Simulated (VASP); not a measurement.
Input of a VASP 6.6.1 run:

File INCAR:

```
SYSTEM = TiSi40H16Cl4
PREC = Accurate
ENCUT = 400
EDIFF = 1E-6
ISMEAR = -1
SIGMA = 0.05
LREAL = Auto
LASPH = .TRUE.
NELM = 120
ALGO = Normal
ISIF = 2
LWAVE = .FALSE.
LCHARG = .FALSE.
GGA = PS
NBANDS = 144
GGA_COMPAT = .FALSE.
NELMDL = -8
```

KPOINTS

```
regular mesh
0
G
  2 1 1
  0 0 0
```

File POSCAR:

```
TiSi40H16Cl4
1.0
    7.6791800000      0.0000000000      0.0000000000
    0.0000000000     15.3583590000      0.0000000000
    0.0000000000      0.0000000000     20.2555000000
H Si Ti Cl
16 40 1 4
Direct
    0.4093920000      0.0000000000      0.0493693000
    0.0906080000      0.0000000000      0.0493693000
    0.9093920000      0.0000000000      0.0493693000
    0.5906080000      0.0000000000      0.0493693000
    0.4093920000      0.2500000000      0.0493693000
    0.0906080000      0.2500000000      0.0493693000
    0.9093920000      0.2500000000      0.0493693000
    0.5906080000      0.2500000000      0.0493693000
    0.4093920000      0.5000000000      0.0493693000
    0.0906080000      0.5000000000      0.0493693000
    0.9093920000      0.5000000000      0.0493693000
    0.5906080000      0.5000000000      0.0493693000
    0.4093920000      0.7500000000      0.0493693000
    0.0906080000      0.7500000000      0.0493693000
    0.9093920000      0.7500000000      0.0493693000
    0.5906080000      0.7500000000      0.0493693000
    0.2500000000      0.0000000000      0.0920984000
    0.7500000000      0.0000000000      0.0920984000
    0.2500000000      0.2500000000      0.0920984000
    0.7500000000      0.2500000000      0.0920984000
    0.2500000000      0.5000000000      0.0920984000
    0.7500000000      0.5000000000      0.0920984000
    0.2500000000      0.7500000000      0.0920984000
    0.7500000000      0.7500000000      0.0920984000
    0.2500180601      0.1251757371      0.1556972664
    0.7501022414      0.1252080210      0.1556155632
    0.2499193624      0.3746452923      0.1607778188
    0.7499275518      0.3746549322      0.1608319293
    0.2505735469      0.6252265712      0.1556328994
    0.7502393591      0.6251869179      0.1555241435
    0.2501261103      0.8746132702      0.1608116549
    0.7500360359      0.8746606631      0.1608358369
   -0.0001017775      0.1213732337      0.2200226011
    0.5002409031      0.1214064069      0.2199379967
    0.0000298746      0.3767251215      0.2293106148
    0.4997809609      0.3767478021      0.2293058526
    0.0002924498      0.6210624792      0.2196865850
    0.5006551824      0.6212550630      0.2200371311
    0.0001185810      0.8764493155      0.2293183306
    0.5000723937      0.8764006426      0.2294104033
    0.0007318309      0.0048232653      0.2942494303
    0.4995810925      0.0048881562      0.2941588043
    0.0003473233      0.2460474399      0.2919652655
    0.4998319984      0.2460111721      0.2918987860
   -0.0006188000      0.5049873004      0.2942764785
    0.5000575462      0.5049472829      0.2943560295
   -0.0000546762      0.7455648028      0.2916898658
    0.5002968758      0.7458443605      0.2923381821
    0.2502536679      0.0318399040      0.3598102561
    0.7500431089      0.0319338273      0.3589245251
    0.2500910158      0.1725200785      0.3224339480
    0.7501100789      0.1729159526      0.3222196477
    0.2496449688      0.5318554844      0.3593969451
    0.7496888299      0.5313446682      0.3599116352
    0.2499423791      0.6727355400      0.3227156002
    0.7502869633      0.6723435244      0.3228844527
    0.7008075099      0.7584788476      0.5253612889
    0.4881917427      0.6763354700      0.4920347231
    0.9385511428      0.7027856593      0.4852015487
    0.6669978644      0.8887150764      0.4852330591
    0.7116584850      0.7615044528      0.6324271266
```

Potentials or basis: VASP PAW PBE potentials, release 64 (H, Si, Ti_sv, Cl).

Launch:

```sh
$ cat potpaw_PBE.64/H/POTCAR potpaw_PBE.64/Si/POTCAR potpaw_PBE.64/Ti_sv/POTCAR potpaw_PBE.64/Cl/POTCAR > POTCAR
$ mpirun -np 1 vasp_std > vasp.out
```

(1) What does it give for the band gap on the k mesh?

(2) What does it give for the largest force?

Answers

(1) 0.65 eV (least direct gap 0.69 eV).

(2) 0.497 eV/Å.

Caveat: the PAW data sets were made with another functional, which shifts forces and pressure a little.
